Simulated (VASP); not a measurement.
Write the native input for VASP 6.6.1 that does the following.

- Task: single point
- Functional: PBEsol
- Potentials or basis: VASP PAW PBE potentials, release 64 (Fe, Pt)
- Cutoff: 520 eV
- k mesh: 8 × 8 × 6
- Occupations: fermi-dirac, width 0.1 eV
- Spin: collinear spin, ferromagnetic start
- Starting moments: [3.5, 0.0] μB
- Dipole correction: no
- Further INCAR settings: ALGO = Normal; EDIFF = 1e-07; NBANDS = 20

The structure of FePt lies in POSCAR:

```
FePt
1.0
    2.7235000000      0.0000000000      0.0000000000
    0.0000000000      2.7235000000      0.0000000000
    0.0000000000      0.0000000000      3.7200000000
Fe Pt
1 1
Direct
    0.0000000000      0.0000000000      0.0000000000
    0.5000000000      0.5000000000      0.5000000000
```

One way to write it, as run:

INCAR

```
PREC = Accurate ; ENCUT = 520
EDIFF = 1E-7 ; ISMEAR = -1
SIGMA = 0.1 ; LREAL = F
LASPH = T ; NELM = 150
ALGO = Normal ; ISIF = 2
LWAVE = F ; LCHARG = T
ISPIN = 2 ; MAGMOM = 3.5 0
LORBIT = 11 ; LMAXMIX = 4
GGA = PS ; LELF = T
LVHAR = T ; NBANDS = 20
```

KPOINTS

```
regular mesh
0
Gamma
  8 8 6
```

Potentials or basis: VASP PAW PBE potentials, release 64 (Fe, Pt).

Command:

```sh
$ cat potpaw_PBE.64/Fe/POTCAR potpaw_PBE.64/Pt/POTCAR > POTCAR
$ mpirun -np 1 vasp_std > vasp.out
```

It gave:

| Item | Value |
| --- | --- |
| Pressure | -5.9 GPa |
| Net moment | 3.33 μB per cell |
| Site moments | Fe +2.93; Pt +0.36 μB |
| Valence electrons inside the program's atomic spheres | Fe 6.99; Pt 9.42 |

Caveat: the cell stands under tension; the PAW data sets were made with another functional, which shifts forces and pressure a little.

Wall time 2 min on 1 thread of Intel Xeon 8259CL (shared host), peak memory 0.18 GiB.
